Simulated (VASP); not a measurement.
TiSi6:

```
Ti Si
1.0
     6.76722    0.00000    0.00000
    -3.38361    5.86058    0.00000
     0.00000    0.00000    3.55125
Ti Si
1 6
Direct
  0.00000 0.00000 0.00000
  0.00000 0.32911 0.50000
  0.67089 0.67089 0.50000
  0.32911 0.00000 0.50000
  0.00000 0.67089 0.50000
  0.32911 0.32911 0.50000
  0.67089 0.00000 0.50000
```

The cell was generated, and may not be a known phase.

| Quantity | Value |
| --- | --- |
| Program | VASP 6.6.1 |
| Task | relaxation of cell and atoms |
| Functional | PBE |
| Potentials or basis | VASP PAW PBE potentials, release 64 (Ti_sv, Si) |
| Cutoff | 600 eV |
| k mesh | 3 × 3 × 6 |
| Occupations | gaussian, width 0.1 eV |
| Spin | no spin polarisation |

At the start: pressure -0.5 GPa; volume 20.12 Å³/atom.

Question: How do energy, volume and symmetry change on relaxing?

Answer: Over 25 steps the energy falls by 130.2 meV/atom and the volume is 17.39 Å³/atom (-13.6 %); space group P6/mmm (No. 191, to 0.1 Å) before and after.

The path:
| step | energy change (eV) | largest force (eV/Å) | pressure (GPa) | volume (Å³) |
| --- | --- | --- | --- | --- |
| 1 | 0.0000 | 0.0638 | -0.50 | 140.84 |
| 2 | -0.0181 | 0.0416 | -0.50 | 139.57 |
| 3 | -0.0930 | 0.0817 | -0.11 | 135.71 |
| 4 | -0.1535 | 0.4014 | 1.40 | 127.86 |
| 5 | -0.1636 | 0.3389 | 1.26 | 127.60 |
| 6 | -0.2161 | 0.1533 | 0.78 | 126.81 |
| 7 | -0.3969 | 0.0093 | 1.10 | 125.15 |
| 8 | -0.7302 | 0.1186 | 1.57 | 121.53 |
| 9 | -0.4106 | 0.7145 | 10.06 | 112.99 |
| 10 | -0.7786 | 0.2087 | 2.48 | 119.88 |
| 11 | -0.8088 | 0.3681 | 3.56 | 118.47 |
| 12 | -0.7566 | 0.5963 | 6.17 | 115.82 |
| 13 | -0.8157 | 0.4329 | 4.17 | 117.77 |
| 14 | -0.8147 | 0.4638 | 4.47 | 117.43 |
| 15 | -0.8270 | 0.4796 | 4.39 | 117.42 |
| 16 | -0.8271 | 0.4792 | 4.40 | 117.42 |
| 17 | -0.8492 | 0.4201 | 3.68 | 118.09 |
| 18 | -0.8945 | 0.2513 | 1.64 | 120.11 |
| 19 | -0.8969 | 0.0497 | -1.85 | 124.23 |
| 20 | -0.9096 | 0.0841 | -0.31 | 122.30 |
| 21 | -0.9096 | 0.0912 | -0.24 | 122.20 |
| 22 | -0.9102 | 0.0785 | -0.20 | 122.13 |
| 23 | -0.9113 | 0.0401 | -0.09 | 121.91 |
| 24 | -0.9113 | 0.0401 | 0.15 | 121.48 |
| 25 | -0.9117 | 0.0022 | 0.04 | 121.70 |

Final structure:
```
CELL_PARAMETERS angstrom
7.26969 0.00000 0.00000
-3.63485 6.29574 0.00000
0.00000 0.00000 2.65906
ATOMIC_POSITIONS crystal
Ti 0.00000 0.00000 0.00000
Si 0.00000 0.33573 0.50000
Si 0.66427 0.66427 0.50000
Si 0.33573 0.00000 0.50000
Si 0.00000 0.66427 0.50000
Si 0.33573 0.33573 0.50000
Si 0.66427 0.00000 0.50000
```

Caveat: a cell axis changed by over 15 % at a fixed basis, so the end point is rough.
